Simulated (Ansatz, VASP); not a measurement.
## One calculation of Be, two programs

File INCAR:

```
PREC = Accurate
ENCUT = 600
EDIFF = 1E-6
ISMEAR = 0
SIGMA = 0.1
LREAL = F
LASPH = T
NELM = 80
ALGO = Normal
ISIF = 3
LWAVE = F
LCHARG = F
GGA = PS
IBRION = 2
NSW = 100
EDIFFG = -0.01
```

Contents of KPOINTS:

```
regular mesh
0
Gamma
  30 30 30
```

POSCAR

```
Be
1.0
    0.0000000000      1.5745936113      1.5745936113
    1.5745936113      0.0000000000      1.5745936113
    1.5745936113      1.5745936113      0.0000000000
Be
1
Direct
    0.5000000000      0.5000000000      0.5000000000
```

Input for Ansatz:

```yaml
crystal:
  lattice:
    - [0.0, 1.5745936113, 1.5745936113]
    - [1.5745936113, 0.0, 1.5745936113]
    - [1.5745936113, 1.5745936113, 0.0]
  atoms:
    - { symbol: Be, position: [0.5, 0.5, 0.5] }
basis:
  ecutwfc: 420
kpoints:
  mp_grid: { grid: [30, 30, 30] }
hamiltonian:
  xc: pbesol
scf:
  occupations: { method: gaussian, width: 0.1 }
output:
  forces: true
  stress: true
  eigenvalues: true
relax:
  adjacent_minimum: "off"
  f_tol: 0.01
  max_steps: 80
  cell: { stress_tol: 0.05 }
```

Alike in both runs: task relaxation of cell and atoms; functional PBEsol; k mesh 30 × 30 × 30; occupations gaussian, width 0.1 eV; no spin polarisation.

|  | VASP | Ansatz |
| --- | --- | --- |
| version | VASP 6.6.1 | Ansatz 0.2.0 |
| potentials or method | VASP PAW PBE potentials, release 64 (Be), cutoff 600 eV | scalar-relativistic, plane waves, PAW |
| valence electrons in the cell | 2 | 2 |

|  | VASP | Ansatz | Ansatz less VASP |
| --- | --- | --- | --- |
| gap on the k mesh at the Fermi level, each at its own relaxed structure (eV) | none | none | - |
| relaxed volume (Å³/atom) | 7.81 | 7.79 | -0.019 |
| relaxed length of the cell vector where the two differ most in proportion (Å) | 2.227 | 2.225 | -0.0018 |

VASP's potentials were made for PBE, not for PBEsol. A gap of «none» marks a metal or a gap that the smearing closes.

Noted on VASP's run: the relaxation stopped at its first step, so nothing moved.
